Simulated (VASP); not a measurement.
# C (Pmma) in VASP: notebook

The runs below take C through single point, with PBEsol+D3(BJ).

Program: VASP 6.6.1. These are calculated values, not measurements. Logs are shortened: lines on timing, memory, paths and dates and some standing lists are left out, and cuts for length are marked.

### 1 The cell of the first run

It takes space group Pmma (No. 51, orthorhombic). Conventional cell: a = 2.458 Å, b = 3.529 Å, c = 4.257 Å, α = 90.00°, β = 90.00°, γ = 90.00°. C (site symmetry mm2) has 3 C at 1.36 to 1.45 Å within 1.8 Å. Within 1.9 Å of C (site symmetry mm2) lie 3 C at 1.45 Å.

### 2 Single point, PBEsol+D3(BJ) (mode 8 frozen in at -0.045 Å and mode 12 at -0.015 Å (largest displacements))

File INCAR:

```
SYSTEM = C
PREC = Accurate
ENCUT = 600
EDIFF = 1E-6
ISMEAR = 0
SIGMA = 0.15
LREAL = .False.
LASPH = .True.
NELM = 120
ALGO = Normal
ISIF = 2
LWAVE = .False.
LCHARG = .False.
GGA = PS
IVDW = 12
NBANDS = 16
GGA_COMPAT = .False.
```

File KPOINTS:

```
regular mesh
0
Gamma
  18 12 10
  0 0 0
```

File POSCAR:

```
C
1.0
   -2.4576582504      0.0000000000      0.0000000000
    0.0000000000      0.0000000000     -3.5294825081
    0.0000000000     -4.2567889574      0.0000000000
C
4
Direct
    0.5000000000      0.0000000000      0.1807617982
    0.0000000000      0.0000000000      0.6596191010
    0.0000000000      0.0000000000      0.3192382018
    0.5000000000      0.0000000000      0.8403808990
```

Potentials or basis: VASP PAW PBE potentials, release 64 (C).

The run is started by

```sh
$ cat potpaw_PBE.64/C/POTCAR > POTCAR
$ mpirun -np 1 vasp_std > vasp.out
```

OUTCAR:

```text
SYSTEM = C
   PREC = Accurate
   ENCUT = 600
   EDIFF = 1E-6
   ISMEAR = 0
   LREAL = .False.
   LASPH = .True.
   NELM = 120
   ISIF = 2
   GGA = PS
   IVDW = 12
 IVDW          = 12

 ion  position               nearest neighbor table
   1  0.500  0.000  0.181-   3 1.36   3 1.36   4 1.45
   2  0.000  0.000  0.660-   3 1.45   4 1.45   4 1.45
   3  0.000  0.000  0.319-   1 1.36   1 1.36   2 1.45
   4  0.500  0.000  0.840-   1 1.45   2 1.45   2 1.45

  LATTYP: Found a simple orthorhombic cell.
 ALAT       =     2.4576582504
 B/A-ratio  =     1.4361160701
 C/A-ratio  =     1.7320508076

  Lattice vectors:

 A1 = (  -2.4576582504,   0.0000000000,   0.0000000000)
 A2 = (   0.0000000000,   0.0000000000,  -3.5294825081)
 A3 = (   0.0000000000,  -4.2567889574,   0.0000000000)

Analysis of symmetry for initial positions (statically):
=====================================================================
 Subroutine PRICEL returns:
 Original cell was already a primitive cell.

 Routine SETGRP: Setting up the symmetry group for a
 simple orthorhombic supercell.

 Subroutine GETGRP returns: Found  8 space group operations
 (whereof  4 operations were pure point group operations)
 out of a pool of  8 trial point group operations.

The static configuration has the point symmetry C_2v.
 The point group associated with its full space group is D_2h.

Analysis of symmetry for dynamics (positions and initial velocities):
=====================================================================
 Subroutine PRICEL returns:
 Original cell was already a primitive cell.

 Routine SETGRP: Setting up the symmetry group for a
 simple orthorhombic supercell.

 Subroutine GETGRP returns: Found  8 space group operations
 (whereof  4 operations were pure point group operations)
 out of a pool of  8 trial point group operations.

The dynamic configuration has the point symmetry C_2v.
 The point group associated with its full space group is D_2h.

 Subroutine INISYM returns: Found  8 space group operations
 (whereof  4 operations are pure point group operations),
 and found     1 'primitive' translations

----------------------------------------------------------------------------------------

                                     Primitive cell

  volume of cell :      36.9245

  direct lattice vectors                    reciprocal lattice vectors
    -2.457658250  0.000000000  0.000000000    -0.406891397  0.000000000  0.000000000
     0.000000000  0.000000000 -3.529482508     0.000000000  0.000000000 -0.283327654
     0.000000000 -4.256788957  0.000000000     0.000000000 -0.234918858  0.000000000

  length of vectors
     2.457658250  3.529482508  4.256788957     0.406891397  0.283327654  0.234918858

  position of ions in fractional coordinates (direct lattice)
     0.500000000  0.000000000  0.180761798
     0.000000000  0.000000000  0.659619101
     0.000000000  0.000000000  0.319238202
     0.500000000  0.000000000  0.840380899

  ion indices of the primitive-cell ions
   primitive index   ion index
                 1           1
                 2           2
                 3           3
                 4           4

----------------------------------------------------------------------------------------

 KPOINTS: regular mesh

Automatic generation of k-mesh.
 Grid dimensions read from file:
 generate k-points for:   18   12   10

 Generating k-lattice:

  Cartesian coordinates                     Fractional coordinates (reciprocal lattice)
    -0.022605078  0.000000000  0.000000000     0.055555556  0.000000000  0.000000000
     0.000000000  0.000000000 -0.023610638     0.000000000  0.083333333  0.000000000
     0.000000000 -0.023491886  0.000000000     0.000000000  0.000000000  0.100000000

  Length of vectors
     0.022605078  0.023610638  0.023491886

  Shift w.r.t. Gamma in fractional coordinates (k-lattice)
     0.000000000  0.000000000  0.000000000

 Subroutine IBZKPT returns following result:
 ===========================================

 Found    420 irreducible k-points:

 Following reciprocal coordinates:
            Coordinates               Weight
  0.000000  0.000000  0.000000      1.000000
  0.055556  0.000000  0.000000      2.000000
  0.111111  0.000000  0.000000      2.000000
  0.166667  0.000000  0.000000      2.000000
  0.222222  0.000000  0.000000      2.000000
  0.277778  0.000000  0.000000      2.000000
[... 16 lines left out ...]
  0.111111  0.166667  0.000000      4.000000
  0.166667  0.166667  0.000000      4.000000
 [... further k-points ...]
   k-points           NKPTS =    420   k-points in BZ     NKDIM =    420   number of bands    NBANDS=     16
   number of dos      NEDOS =    301   number of ions     NIONS =      4
   total plane-waves  NPLWV =  20160
   dimension x,y,z NGX =    20 NGY =   28 NGZ =   36
   dimension x,y,z NGXF=    40 NGYF=   56 NGZF=   72
   ions per type =               4
[... 39 lines left out ...]
   AEXX    =    0.0000 exact exchange contribution
   IVDW    =    12    specifies the selected vdW correction
   LEPSILON=     F    determine dielectric tensor
   LRPA    =     F    only Hartree local field effects (RPA)
 non-spin polarized calculation
 Gauss-broadening in eV      SIGMA  =   0.15
  energy-cutoff  :      600.00
  volume of cell :       36.92
 maximum number of plane-waves:      1256
 NGX is ok and might be reduce to    20
   NGX =  9   NGY = 15   NGZ = 17

 number of electron      16.0000002 magnetization

 Free energy of the ion-electron system (eV)
  ---------------------------------------------------
  ext. energy  EPLUGINS =         0.00000000
  ---------------------------------------------------
  free energy    TOTEN  =       -38.18825930 eV

  energy without entropy =      -38.18784965  energy(sigma->0) =      -38.18805447

 E-fermi :   4.2440     XC(G=0): -10.1946

 val. band max:        4.1656036391   @ k =   0.3333   0.3333   0.0000
 cond. band min:       4.3164023049   @ k =   0.3333   0.1667   0.0000
 fundamental gap:      0.1507986658
 Fermi energy:         4.2440399144

 k-point     1 :       0.0000    0.0000    0.0000
  band No.  band energies     occupation
      1     -15.4603      2.00000
      2     -10.0999      2.00000
      3      -8.9065      2.00000
      4      -2.7770      2.00000
      5      -2.7091      2.00000
      6       1.1487      2.00000
[... 8 lines left out ...]
     15      15.2083      0.00000
     16      15.9984      0.00000

 k-point     2 :       0.0556    0.0000    0.0000
  band No.  band energies     occupation
      1     -15.4055      2.00000
      2     -10.0533      2.00000
      3      -8.8567      2.00000
      4      -3.0008      2.00000
      5      -2.6439      2.00000
      6       0.9196      2.00000
[... 8 lines left out ...]
     15      15.2729      0.00000
     16      15.7951      0.00000

 k-point     3 :       0.1111    0.0000    0.0000
  band No.  band energies     occupation
      1     -15.2411      2.00000
      2      -9.9137      2.00000
      3      -8.7099      2.00000
      4      -3.6150      2.00000
      5      -2.4486      2.00000
      6       0.3005      2.00000
[... 8 lines left out ...]
     15      15.2174      0.00000
     16      15.4671      0.00000

 k-point     4 :       0.1667    0.0000    0.0000
  band No.  band energies     occupation
      1     -14.9680      2.00000
      2      -9.6809      2.00000
      3      -8.4744      2.00000
      4      -4.4893      2.00000
      5      -2.1251      2.00000
      6      -0.5678      2.00000
[... 8 lines left out ...]
     15      15.4266      0.00000
     16      15.7871      0.00000
[... 324 lines left out ...]
 k-point    22 :       0.0556    0.1667    0.0000
  band No.  band energies     occupation
      1     -15.3563      2.00000
      2     -10.0166      2.00000
      3      -8.8265      2.00000
      4      -3.0827      2.00000
      5      -2.9924      2.00000
      6       0.9262      2.00000
[... 8 lines left out ...]
     15      15.8628      0.00000
     16      16.0083      0.00000

 k-point    23 :       0.1111    0.1667    0.0000
  band No.  band energies     occupation
      1     -15.1924      2.00000
      2      -9.8773      2.00000
      3      -8.6795      2.00000
      4      -3.6041      2.00000
      5      -2.8847      2.00000
      6       0.3089      2.00000
[... 8 lines left out ...]
     15      15.8302      0.00000
     16      16.1289      0.00000

 k-point    24 :       0.1667    0.1667    0.0000
  band No.  band energies     occupation
      1     -14.9202      2.00000
      2      -9.6455      2.00000
      3      -8.4444      2.00000
      4      -4.4749      2.00000
      5      -2.5565      2.00000
      6      -0.5572      2.00000
[... 8 lines left out ...]
     15      15.7819      0.00000
     16      16.3143      0.00000

 [... further k-points ...]

------------------------ aborting loop because EDIFF is reached ----------------------------------------

 Edisp (eV)   -0.41531

 E8    (eV) :    -0.2018

  FORCE on cell =-STRESS in cart. coord.  units (eV):
  Direction    XX          YY          ZZ          XY          YZ          ZX
  --------------------------------------------------------------------------------------
  -------------------------------------------------------------------------------------
  Total       2.08432    -0.61673    -0.06860     0.00000     0.00000     0.00000
  in kB      90.44003   -26.76037    -2.97670     0.00000     0.00000     0.00000
  external pressure =       20.23 kB  Pullay stress =        0.00 kB

 VOLUME and BASIS-vectors are now :
 -----------------------------------------------------------------------------
  energy-cutoff  :      600.00
  volume of cell :       36.92
      direct lattice vectors                 reciprocal lattice vectors
    -2.457658250  0.000000000  0.000000000    -0.406891397  0.000000000  0.000000000
     0.000000000  0.000000000 -3.529482508     0.000000000  0.000000000 -0.283327654
     0.000000000 -4.256788957  0.000000000     0.000000000 -0.234918858  0.000000000

 POSITION                                       TOTAL-FORCE (eV/Angst)
 -----------------------------------------------------------------------------------
     -1.22883     -0.76946      0.00000         0.000000      5.236639      0.000000
      0.00000     -2.80786      0.00000         0.000000     -1.951952      0.000000
      0.00000     -1.35893      0.00000         0.000000     -5.236639      0.000000
     -1.22883     -3.57732      0.00000         0.000000      1.951952      0.000000
 -----------------------------------------------------------------------------------
    total drift:                               -0.000000      0.000000      0.000000

  FREE ENERGIE OF THE ION-ELECTRON SYSTEM (eV)
  ---------------------------------------------------
  free  energy   TOTEN  =       -38.6035724429 eV

  energy  without entropy=      -38.6031627979  energy(sigma->0) =      -38.60336762
```

It took 2 min on 1 thread of Intel Xeon 6975P-C (Granite Rapids), shared host; peak memory 0.33 GiB.

What came out:

```yaml
Free_energy: -38.6036 eV
Pressure: 2.0 GPa
Largest_force: 5.237 eV/Å
Band_gap_on_the_k_mesh: zero (band 8 reaches 4.59 eV, above the bottom of band 9 at 3.93 eV)
Dispersion_energy_per_atom: -0.104 eV
```

Forces on the atoms (eV/Å):
```
C    0.000  5.237  0.000
C    0.000 -1.952  0.000
C    0.000 -5.237  0.000
C    0.000  1.952  0.000
```

Stress tensor (GPa, compression positive):
```
 9.04  0.00  0.00
 0.00 -2.68  0.00
 0.00  0.00 -0.30
```

Caveat: the cell differs from its parent crystal (mode 8 frozen in at -0.045 Å and mode 12 at -0.015 Å (largest displacements)); the PAW data sets were made with another functional, which shifts forces and pressure a little.

### 3 Single point, PBEsol+D3(BJ) (mode 8 frozen in at -0.045 Å and mode 12 at -0.045 Å (largest displacements))

File INCAR:

```
SYSTEM = C
PREC     = Accurate       ! precision mode
ENCUT    = 600            ! plane-wave cutoff, eV
EDIFF    = 1E-6           ! SCF threshold, eV
ISMEAR   = 0              ! smearing method
SIGMA    = 0.15           ! smearing width, eV
LREAL    = .FALSE.        ! projectors in reciprocal space
LASPH    = .TRUE.         ! aspherical terms in the spheres
NELM     = 120            ! most SCF steps
ALGO     = Normal         ! electronic algorithm
ISIF     = 2              ! what is computed and relaxed
LWAVE    = .FALSE.        ! write WAVECAR
LCHARG   = .FALSE.        ! write CHGCAR
GGA      = PS             ! functional
IVDW     = 12             ! dispersion correction
NBANDS   = 16             ! bands
GGA_COMPAT= .FALSE.
```

File KPOINTS:

```
Automatic mesh
0
G
  18 12 10
  0 0 0
```

File POSCAR:

```
C
1.0
   -2.4576582504      0.0000000000      0.0000000000
    0.0000000000      0.0000000000     -3.5294825081
    0.0000000000     -4.2567889574      0.0000000000
C
4
Direct
    0.5000000000      0.0000000000      0.1878093639
    0.0000000000      0.0000000000      0.6666666667
    0.0000000000      0.0000000000      0.3121906361
    0.5000000000      0.0000000000      0.8333333333
```

Potentials or basis: VASP PAW PBE potentials, release 64 (C).

The run is started by

```sh
$ cat potpaw_PBE.64/C/POTCAR > POTCAR
$ mpirun -np 1 vasp_std > vasp.out
```

Run time: 1.9 min. Hardware: 1 thread of Intel Xeon 6975P-C (Granite Rapids), shared host; peak memory 0.33 GiB.

Results (log left out):

```yaml
Free_energy: -38.2380 eV
Pressure: 4.7 GPa
Largest_force: 7.934 eV/Å
Band_gap_on_the_k_mesh: zero (band 8 reaches 4.37 eV, above the bottom of band 9 at 4.10 eV)
Dispersion_energy_per_atom: -0.104 eV
```

Forces in eV/Å, atoms in the order of the input:
```
C    0.000  7.934  0.000
C    0.000  0.775  0.000
C    0.000 -7.934  0.000
C    0.000 -0.775  0.000
```

Stress tensor (GPa, compression positive):
```
19.13  0.00  0.00
 0.00 -4.70  0.00
 0.00  0.00 -0.31
```

Levels at points of the mesh, in eV from the Fermi level:
```tsv
k point	band 4	band 5	band 6	band 7	band 8	band 9	band 10	band 11	band 12	band 13
(0.00, 0.00, 0.00)	-7.47	-6.94	-3.89	-2.38	-1.45	3.52	3.69	6.24	7.50	9.98
(0.50, 0.00, 0.00)	-10.97	-8.30	-8.30	-1.90	-1.90	2.82	2.82	9.10	9.10	11.06
(0.00, 0.50, 0.00)	-8.47	-7.45	-3.87	-3.41	-1.42	1.91	6.36	7.73	9.19	10.06
(0.50, 0.50, 0.00)	-10.87	-8.22	-8.22	-3.17	-3.17	1.96	1.96	10.61	10.61	11.61
(0.00, 0.00, 0.50)	-6.99	-6.17	-5.71	-4.87	-4.78	5.45	5.56	7.15	7.59	8.02
(0.50, 0.00, 0.50)	-13.36	-5.94	-5.94	-1.51	-1.51	1.91	1.91	6.98	6.98	10.74
(0.00, 0.50, 0.50)	-7.07	-6.97	-6.36	-6.08	-4.75	6.68	7.20	7.95	8.16	10.63
(0.50, 0.50, 0.50)	-13.23	-5.90	-5.90	-2.63	-2.63	0.56	0.56	7.24	7.24	13.14
```

Caveat: the cell differs from its parent crystal (mode 8 frozen in at -0.045 Å and mode 12 at -0.045 Å (largest displacements)); the PAW data sets were made with another functional, which shifts forces and pressure a little.

### 4 Single point, PBEsol+D3(BJ) (mode 8 frozen in at -0.045 Å and mode 12 at +0.045 Å (largest displacements))

File INCAR:

```
SYSTEM = C
PREC = Accurate
ENCUT = 600
EDIFF = 1E-6
ISMEAR = 0
SIGMA = 0.15
LREAL = .FALSE.
LASPH = .TRUE.
NELM = 120
ALGO = Normal
ISIF = 2
LWAVE = .FALSE.
LCHARG = .FALSE.
GGA = PS
IVDW = 12
NBANDS = 16
GGA_COMPAT = .FALSE.
```

KPOINTS is that of step 3.

File POSCAR:

```
C
1.0
   -2.4576582504      0.0000000000      0.0000000000
    0.0000000000      0.0000000000     -3.5294825081
    0.0000000000     -4.2567889574      0.0000000000
C
4
Direct
    0.5000000000      0.0000000000      0.1666666667
    0.0000000000      0.0000000000      0.6455239695
    0.0000000000      0.0000000000      0.3333333333
    0.5000000000      0.0000000000      0.8544760305
```

The run is started by

```sh
$ cat potpaw_PBE.64/C/POTCAR > POTCAR
$ mpirun -np 1 vasp_std > vasp.out
```

Run time: 1.8 min. Hardware: 1 thread of Intel Xeon 6975P-C (Granite Rapids), shared host; peak memory 0.32 GiB.

The run converged. Its results:

| Quantity | Value |
| --- | --- |
| Free energy | -38.1986 eV |
| Pressure | 5.7 GPa |
| Largest force | 8.643 eV/Å |
| Band gap on the k mesh | zero (band 8 reaches 4.63 eV, above the bottom of band 9 at 3.68 eV) |
| Dispersion energy per atom | -0.104 eV |

Forces in eV/Å, atoms in the order of the input:
```
C    0.000 -2.041  0.000
C    0.000 -8.643  0.000
C    0.000  2.041  0.000
C    0.000  8.643  0.000
```

Stress tensor (GPa, compression positive):
```
-0.58  0.00  0.00
 0.00 18.09  0.00
 0.00  0.00 -0.48
```

Levels at points of the mesh, in eV from the Fermi level:
| k point | band 6 | band 7 | band 8 | band 9 | band 10 | band 11 |
| --- | --- | --- | --- | --- | --- | --- |
| (0.00, 0.00, 0.00) | -4.07 | -1.23 | -0.93 | 1.38 | 3.79 | 6.66 |
| (0.50, 0.00, 0.00) | -9.34 | -2.35 | -2.35 | 4.04 | 4.04 | 9.02 |
| (0.00, 0.50, 0.00) | -4.05 | -2.12 | -1.21 | 0.13 | 6.71 | 7.80 |
| (0.50, 0.50, 0.00) | -9.25 | -3.51 | -3.51 | 3.09 | 3.09 | 9.89 |
| (0.00, 0.00, 0.50) | -5.25 | -4.61 | -3.14 | 5.50 | 5.75 | 7.00 |
| (0.50, 0.00, 0.50) | -6.43 | -2.09 | -2.09 | 3.13 | 3.13 | 6.83 |
| (0.00, 0.50, 0.50) | -6.14 | -5.22 | -3.11 | 6.31 | 7.33 | 8.33 |
| (0.50, 0.50, 0.50) | -6.39 | -3.13 | -3.13 | 1.60 | 1.60 | 7.09 |

Caveat: the cell differs from its parent crystal (mode 8 frozen in at -0.045 Å and mode 12 at +0.045 Å (largest displacements)); the PAW data sets were made with another functional, which shifts forces and pressure a little.

### 5 Single point, PBEsol+D3(BJ) (mode 8 frozen in at -0.015 Å and mode 12 at +0.045 Å (largest displacements))

File INCAR:

```
SYSTEM = C
  PREC = Accurate
  ENCUT = 600
  EDIFF = 1E-6
  ISMEAR = 0
  SIGMA = 0.15
  LREAL = .False.
  LASPH = .True.
  NELM = 120
  ALGO = Normal
  ISIF = 2
  LWAVE = .False.
  LCHARG = .False.
  GGA = PS
  IVDW = 12
  NBANDS = 16
  GGA_COMPAT = .False.
```

File KPOINTS:

```
Automatic mesh
0
Gamma
  18 12 10
  0 0 0
```

File POSCAR:

```
C
1.0
   -2.4576582504      0.0000000000      0.0000000000
    0.0000000000      0.0000000000     -3.5294825081
    0.0000000000     -4.2567889574      0.0000000000
C
4
Direct
    0.5000000000      0.0000000000      0.1596191010
    0.0000000000      0.0000000000      0.6525715352
    0.0000000000      0.0000000000      0.3403808990
    0.5000000000      0.0000000000      0.8474284648
```

The run is started by

```sh
$ cat potpaw_PBE.64/C/POTCAR > POTCAR
$ mpirun -np 1 vasp_std > vasp.out
```

Run time: 1.8 min. Hardware: 1 thread of Intel Xeon 6975P-C (Granite Rapids), shared host; peak memory 0.33 GiB.

Results (log left out):

- Free energy: -38.4632 eV
- Pressure: 4.4 GPa
- Largest force: 6.607 eV/Å
- Band gap on the k mesh: zero (band 8 reaches 4.63 eV, above the bottom of band 9 at 3.68 eV)
- Dispersion energy per atom: -0.105 eV

Forces on the atoms (eV/Å):
```
C    0.000 -4.396  0.000
C    0.000 -6.607  0.000
C    0.000  4.396  0.000
C    0.000  6.607  0.000
```

Stress tensor (GPa, compression positive):
```
-4.30  0.00  0.00
 0.00 17.90  0.00
 0.00  0.00 -0.52
```

Levels at points of the mesh, in eV from the Fermi level:
```
           k point  band 4  band 5  band 6  band 7  band 8  band 9  band 10  band 11  band 12  band 13
(0.00, 0.00, 0.00)   -6.80   -5.79   -4.14   -1.44   -0.97    1.40     3.79     6.72     7.70    10.09
(0.50, 0.00, 0.00)   -9.79   -9.51   -9.51   -2.33   -2.33    4.05     4.05     9.07     9.07    10.51
(0.00, 0.50, 0.00)   -8.34   -5.76   -4.12   -2.15   -1.42    0.14     6.77     7.98     9.28    10.18
(0.50, 0.50, 0.00)   -9.69   -9.43   -9.43   -3.49   -3.49    3.10     3.10     9.89     9.89    10.71
(0.00, 0.00, 0.50)   -7.81   -5.18   -4.89   -4.51   -3.81    5.59     5.68     7.34     7.68     8.53
(0.50, 0.00, 0.50)  -12.84   -6.49   -6.49   -2.07   -2.07    3.13     3.13     6.99     6.99    10.88
(0.00, 0.50, 0.50)   -7.74   -6.63   -6.38   -4.48   -3.78    6.64     6.98     8.71     9.07    10.73
(0.50, 0.50, 0.50)  -12.71   -6.45   -6.45   -3.11   -3.11    1.60     1.60     7.25     7.25    13.05
```

Caveat: the cell differs from its parent crystal (mode 8 frozen in at -0.015 Å and mode 12 at +0.045 Å (largest displacements)); the PAW data sets were made with another functional, which shifts forces and pressure a little.
